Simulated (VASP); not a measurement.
# Mg2Si (Fm-3m) in VASP: single point with PBE

Aim: the single point of Mg2Si with PBE.

Everything below comes from runs of VASP 6.6.1. Logs are shortened: lines on timing, memory, paths and dates and some standing lists are left out, and cuts for length are marked.

### 1 The cell of the first run

It takes space group Fm-3m (No. 225, cubic). The conventional cell has a = 6.230 Å, b = 6.230 Å, c = 6.230 Å, α = 90.00°, β = 90.00°, γ = 90.00°. Within 3.6 Å of Si (site symmetry m-3m) lie 8 Mg at 2.70 Å. Within 3.6 Å of Mg (site symmetry -43m) lie 4 Si at 2.70 Å and 6 Mg at 3.12 Å.

### 2 Single point, PBE (volume changed by -5%)

Contents of INCAR:

```
SYSTEM = Mg2Si
PREC     = Accurate       ! precision mode
ENCUT    = 600            ! plane-wave cutoff, eV
EDIFF    = 1E-6           ! SCF threshold, eV
ISMEAR   = 0              ! smearing method
SIGMA    = 0.01           ! smearing width, eV
LREAL    = .False.        ! projectors in reciprocal space
LASPH    = .True.         ! aspherical terms in the spheres
NELM     = 120            ! most SCF steps
ALGO     = Normal         ! electronic algorithm
ISIF     = 2              ! what is computed and relaxed
LWAVE    = .False.        ! write WAVECAR
LCHARG   = .True.         ! write CHGCAR
GGA      = PE             ! functional
LELF     = .True.         ! ELF
LVHAR    = .True.       
NBANDS   = 11             ! bands
GGA_COMPAT= .False.
```

Contents of KPOINTS:

```
regular mesh
0
Gamma
  4 4 4
  0 0 0
```

Contents of POSCAR:

```
Mg2Si
1.0
    0.0000000000      3.1152415668      3.1152415668
    3.1152415668      0.0000000000      3.1152415668
    3.1152415668      3.1152415668      0.0000000000
Si Mg
1 2
Direct
    0.0000000000      0.0000000000      0.0000000000
    0.2500000000      0.2500000000      0.2500000000
    0.7500000000      0.7500000000      0.7500000000
```

Potentials or basis: VASP PAW PBE potentials, release 64 (Si, Mg).

Command:

```console
> cat potpaw_PBE.64/Si/POTCAR potpaw_PBE.64/Mg/POTCAR > POTCAR
> mpirun -np 1 vasp_std > vasp.out
```

OUTCAR:

```text
SYSTEM = Mg2Si
   PREC = Accurate
   ENCUT = 600
   EDIFF = 1E-6
   ISMEAR = 0
   LREAL = .False.
   LASPH = .True.
   NELM = 120
   ISIF = 2
   GGA = PE

 ion  position               nearest neighbor table
   1  0.000  0.000  0.000-   3 2.70   3 2.70   3 2.70   2 2.70   3 2.70   2 2.70   2 2.70   2 2.70

   2  0.250  0.250  0.250-   1 2.70   1 2.70   1 2.70   1 2.70   3 3.12   3 3.12   3 3.12   3 3.12
                             3 3.12   3 3.12
   3  0.750  0.750  0.750-   1 2.70   1 2.70   1 2.70   1 2.70   2 3.12   2 3.12   2 3.12   2 3.12
                             2 3.12   2 3.12

  LATTYP: Found a face centered cubic cell.
 ALAT       =     6.2304831336

  Lattice vectors:

 A1 = (   0.0000000000,   3.1152415668,   3.1152415668)
 A2 = (   3.1152415668,   0.0000000000,   3.1152415668)
 A3 = (   3.1152415668,   3.1152415668,   0.0000000000)

Analysis of symmetry for initial positions (statically):
=====================================================================
 Subroutine PRICEL returns:
 Original cell was already a primitive cell.

 Routine SETGRP: Setting up the symmetry group for a
 face centered cubic supercell.

 Subroutine GETGRP returns: Found 48 space group operations
 (whereof 48 operations were pure point group operations)
 out of a pool of 48 trial point group operations.

The static configuration has the point symmetry O_h .

Analysis of symmetry for dynamics (positions and initial velocities):
=====================================================================
 Subroutine PRICEL returns:
 Original cell was already a primitive cell.

 Routine SETGRP: Setting up the symmetry group for a
 face centered cubic supercell.

 Subroutine GETGRP returns: Found 48 space group operations
 (whereof 48 operations were pure point group operations)
 out of a pool of 48 trial point group operations.

The dynamic configuration has the point symmetry O_h .

 Subroutine INISYM returns: Found 48 space group operations
 (whereof 48 operations are pure point group operations),
 and found     1 'primitive' translations

----------------------------------------------------------------------------------------

                                     Primitive cell

  volume of cell :      60.4652

  direct lattice vectors                    reciprocal lattice vectors
     0.000000000  3.115241567  3.115241567    -0.160501197  0.160501197  0.160501197
     3.115241567  0.000000000  3.115241567     0.160501197 -0.160501197  0.160501197
     3.115241567  3.115241567  0.000000000     0.160501197  0.160501197 -0.160501197

  length of vectors
[... 78 lines left out ...]
   NELECT =       8.0000    total number of electrons
   NUPDOWN=      -1.0000    fix difference up-down
   EMIN   =  10.00;   EMAX   =-10.00  energy-range for DOS
   EFERMI =   0.00;   METHOD = LEGACY
   ISMEAR =     0;   SIGMA  =   0.01  broadening in eV -4-tet -1-fermi 0-gaus
   EFERMI_NEDOS =   21; number of points for ismear=-14 and -15
   IALGO  =     38    algorithm
   IMIX   =      4    mixing-type and parameters
     AMIX     =   0.40;   BMIX     =  1.00
     AMIX_MAG =   1.60;   BMIX_MAG =  1.00
  volume/ion in A,a.u.               =      20.16       136.01
  Fermi-wavevector in a.u.,A,eV,Ry     =   0.834199  1.576408  9.468135  0.695888
  Thomas-Fermi vector in A             =   1.947551
   LORBIT       =      0    0 simple, 1 ext, 2 COOP (PROOUT), +10 PAW based schemes
   GGA     = PE    functional components
   LHFCALC =     F    Hartree Fock is set to
   AEXX    =    0.0000 exact exchange contribution
   IVDW    =     0    specifies the selected vdW correction
   LEPSILON=     F    determine dielectric tensor
   LRPA    =     F    only Hartree local field effects (RPA)
 non-spin polarized calculation
 Gauss-broadening in eV      SIGMA  =   0.01
  energy-cutoff  :      600.00
  volume of cell :       60.47
 maximum number of plane-waves:      2044
   NGX = 17   NGY = 17   NGZ = 17

 number of electron       8.0000000 magnetization

 Free energy of the ion-electron system (eV)
  ---------------------------------------------------
  ext. energy  EPLUGINS =         0.00000000
  ---------------------------------------------------
  free energy    TOTEN  =        -8.71253252 eV

  energy without entropy =       -8.71253252  energy(sigma->0) =       -8.71253252

 E-fermi :   4.0625     XC(G=0):  -8.9728

 val. band max:        4.0089602322   @ k =   0.0000   0.0000   0.0000
 cond. band min:       4.1072819221   @ k =   0.5000   0.5000   0.0000
 fundamental gap:      0.0983216899
 Fermi energy:         4.0624776890

 k-point     1 :       0.0000    0.0000    0.0000
  band No.  band energies     occupation
      1      -5.3666      2.00000
      2       4.0090      2.00000
      3       4.0090      2.00000
      4       4.0090      2.00000
      5       6.2269      0.00000
      6       6.6211      0.00000
      7       6.6211      0.00000
      8       6.6211      0.00000
      9       9.6783      0.00000
     10       9.6783      0.00000
     11      11.0146      0.00000
[... 85 lines left out ...]
 k-point     8 :      -0.2500    0.5000    0.2500
  band No.  band energies     occupation
      1      -3.1604      2.00000
      2       0.2713      2.00000
      3       0.2713      2.00000
      4       1.1924      2.00000
      5       6.6835      0.00000
      6       7.7156      0.00000
      7       7.7156      0.00000
      8       8.0356      0.00000
      9      12.7067      0.00000
     10      12.8115      0.00000
     11      12.8115      0.00000

------------------------ aborting loop because EDIFF is reached ----------------------------------------

  FORCE on cell =-STRESS in cart. coord.  units (eV):
  Direction    XX          YY          ZZ          XY          YZ          ZX
  --------------------------------------------------------------------------------------
  -------------------------------------------------------------------------------------
  Total        1.4532637      1.4532637      1.4532637     -0.0000000      0.0000000      0.0000000
  in kB       38.5078985     38.5078985     38.5078985     -0.0000000      0.0000000      0.0000000
  external PRESSURE =      38.5078985 kB  Pullay stress =       0.0000000 kB

 VOLUME and BASIS-vectors are now :
 -----------------------------------------------------------------------------
  energy-cutoff  :      600.00
  volume of cell :       60.47
      direct lattice vectors                 reciprocal lattice vectors
     0.000000000  3.115241567  3.115241567    -0.160501197  0.160501197  0.160501197
     3.115241567  0.000000000  3.115241567     0.160501197 -0.160501197  0.160501197
     3.115241567  3.115241567  0.000000000     0.160501197  0.160501197 -0.160501197

 POSITION                                       TOTAL-FORCE (eV/Angst)
 -----------------------------------------------------------------------------------
      0.00000      0.00000      0.00000         0.000000     -0.000000      0.000000
      1.55762      1.55762      1.55762        -0.000000      0.000000      0.000000
      4.67286      4.67286      4.67286         0.000000     -0.000000     -0.000000
 -----------------------------------------------------------------------------------
    total drift:                               -0.000000     -0.000000     -0.000000

  FREE ENERGIE OF THE ION-ELECTRON SYSTEM (eV)
  ---------------------------------------------------
  free  energy   TOTEN  =        -8.7125325223 eV

  energy  without entropy=       -8.7125325223  energy(sigma->0) =       -8.71253252
```

OSZICAR:

```text
N       E                     dE             d eps       ncg     rms          rms(c)
DAV:   1     0.679195897069E+01    0.67920E+01   -0.29615E+03   176   0.596E+02
DAV:   2    -0.867057467567E+01   -0.15463E+02   -0.14815E+02   243   0.741E+01
DAV:   3    -0.932465204758E+01   -0.65408E+00   -0.65244E+00   217   0.111E+01
DAV:   4    -0.932962816349E+01   -0.49761E-02   -0.49758E-02   233   0.124E+00
DAV:   5    -0.932967588156E+01   -0.47718E-04   -0.47718E-04   200   0.117E-01    0.372E+00
DAV:   6    -0.879332579033E+01    0.53635E+00   -0.10422E+00   194   0.350E+00    0.211E+00
DAV:   7    -0.871184984684E+01    0.81476E-01   -0.43419E-01   191   0.242E+00    0.994E-01
DAV:   8    -0.871258295995E+01   -0.73311E-03   -0.15916E-02   194   0.655E-01    0.253E-01
DAV:   9    -0.871244464891E+01    0.13831E-03   -0.54083E-04   210   0.107E-01    0.136E-01
DAV:  10    -0.871254315410E+01   -0.98505E-04   -0.23522E-04   200   0.696E-02    0.608E-02
DAV:  11    -0.871253508499E+01    0.80691E-05   -0.12731E-05   197   0.146E-02    0.325E-02
DAV:  12    -0.871253253166E+01    0.25533E-05   -0.14549E-05   191   0.144E-02    0.443E-03
DAV:  13    -0.871253252234E+01    0.93181E-08   -0.33311E-07   121   0.347E-03
   1 F= -.87125325E+01 E0= -.87125325E+01  d E =-.506218E-12
```

It took 13 s on 1 thread of Intel Xeon 6975P-C (Granite Rapids), shared host; peak memory 0.19 GiB.

Results:

```
Free energy            : -8.7125 eV
Pressure               : 3.9 GPa
Band gap on the k mesh : 0.10 eV, indirect (least direct gap 2.13 eV)
```

Caveat: the k points lie up to 0.44 Å⁻¹ apart. A k mesh can miss the band edges.
